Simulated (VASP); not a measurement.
Write the native input for VASP 6.6.1 that does the following.

```
Task                   : relaxation of cell and atoms
Functional             : PBE
Potentials or basis    : VASP PAW PBE potentials, release 64 (Ge_d, Te, O)
Cutoff                 : 600 eV
k mesh                 : 6 × 6 × 2
Occupations            : gaussian, width 0.1 eV
Spin                   : no spin polarisation
Dipole correction      : no
Further INCAR settings : ALGO = Normal; EDIFF = 1e-07; IBRION = 2; EDIFFG = -0.04; NSW = 90; ISIF = 3
```

The structure of Ge2TeO3 lies in POSCAR:

```
Ge2TeO3
1.0
    3.4962294500      0.0000000000      0.0000000000
    0.0000000000      3.4962294500      0.0000000000
    0.0000000000      0.0000000000      7.6301959900
Ge Te O
2 1 3
Direct
    0.5000000000      0.0000000000      0.7391800300
    0.0000000000      0.5000000000      0.2608199700
    0.5000000000      0.5000000000      0.0000000000
    0.5000000000      0.0000000000      0.3822810100
    0.0000000000      0.5000000000      0.6177189900
    0.0000000000      0.0000000000      0.0000000000
```

The cell was generated, and may not be a known phase.

One way to write it, as run:

INCAR

```
SYSTEM = Ge2TeO3
  PREC = Accurate
  ENCUT = 600
  EDIFF = 1E-7
  ISMEAR = 0
  SIGMA = 0.1
  LREAL = .False.
  LASPH = .True.
  NELM = 60
  ALGO = Normal
  ISIF = 3
  LWAVE = .False.
  LCHARG = .False.
  GGA = PE
  IBRION = 2
  NSW = 90
  EDIFFG = -0.04
```

KPOINTS

```
Automatic mesh
0
Gamma
  6 6 2
  0 0 0
```

Potentials or basis: VASP PAW PBE potentials, release 64 (Ge_d, Te, O).

Command:

```bash
$ cat potpaw_PBE.64/Ge_d/POTCAR potpaw_PBE.64/Te/POTCAR potpaw_PBE.64/O/POTCAR > POTCAR
$ mpirun -np 1 vasp_std > vasp.out
```

It gave:

* Relaxed volume: 16.29 Å³/atom
* Relaxed cell: a = 3.293 Å, b = 3.293 Å, c = 9.011 Å, α = 90.00°, β = 90.00°, γ = 90.00°
* Space group after relaxing (to 0.1 Å): P-4m2 (No. 115)
* Energy gained by relaxing: 873.7 meV/atom
* Ionic steps: 24
* Pressure after relaxing: 0.0 GPa
* Largest force after relaxing: 0.012 eV/Å
* Band gap on the k mesh: zero (bands 26 and 27 overlap by 0.98 eV)

Caveat: the k points lie up to 0.35 Å⁻¹ apart in the final cell, too coarse for converged energies and pressures of a metal; a cell axis changed by over 15 % at a fixed basis, so the end point is rough; spin-orbit coupling is left out, which moves the levels of the heavy elements.

Wall time 27 min on 1 thread of Oxide Virtual Turin-like Processor (shared host), peak memory 0.23 GiB.
